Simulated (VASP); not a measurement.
A run of VASP 6.6.1 is set up as follows.

Contents of INCAR:

```
PREC = Accurate
ENCUT = 520
EDIFF = 1E-6
ISMEAR = -1
SIGMA = 0.1
LREAL = False
LASPH = True
NELM = 100
ALGO = Normal
ISIF = 2
LWAVE = False
LCHARG = False
LDIPOL = True
IDIPOL = 3
DIPOL = 0.5 0.5 0.500
NBANDS = 40
```

Contents of KPOINTS:

```
regular mesh
0
Gamma
  14 14 1
```

File POSCAR:

```
ReW4
1.0
    2.7149357195      0.0000000000      0.0000000000
   -0.9049785732      2.5596659437      0.0000000000
    0.0000000000      0.0000000000     24.8669000000
W Re
4 1
Direct
    0.0000000000      0.0000000000      0.3246951021
    0.5000000000      0.5000000000      0.4106369042
    0.5000000000      0.5000000000      0.5893630965
    0.0000000000      0.0000000000      0.6753048969
    0.0000000000      0.0000000000      0.5000000002
```

Potentials or basis: VASP PAW LDA potentials, release 64 (W_sv, Re).

Run with:

```bash
$ cat potpaw_LDA.64/W_sv/POTCAR potpaw_LDA.64/Re/POTCAR > POTCAR
$ mpirun -np 1 vasp_std > vasp.out
```

**Question.** What does it give for the largest force?

**Answer.** 0.206 eV/Å.

**Question.** Estimate the band gap on the k mesh.

**Answer.** Zero (an odd number of electrons rules out a gap without spin polarisation).

Forces in eV/Å, atoms in the order of the input:
```
W    0.000  0.000  0.080
W    0.000  0.000  0.206
W    0.000  0.000 -0.206
W    0.000  0.000 -0.080
Re   0.000  0.000  0.000
```

Caveat: spin-orbit coupling is left out, which moves the levels of the heavy elements.
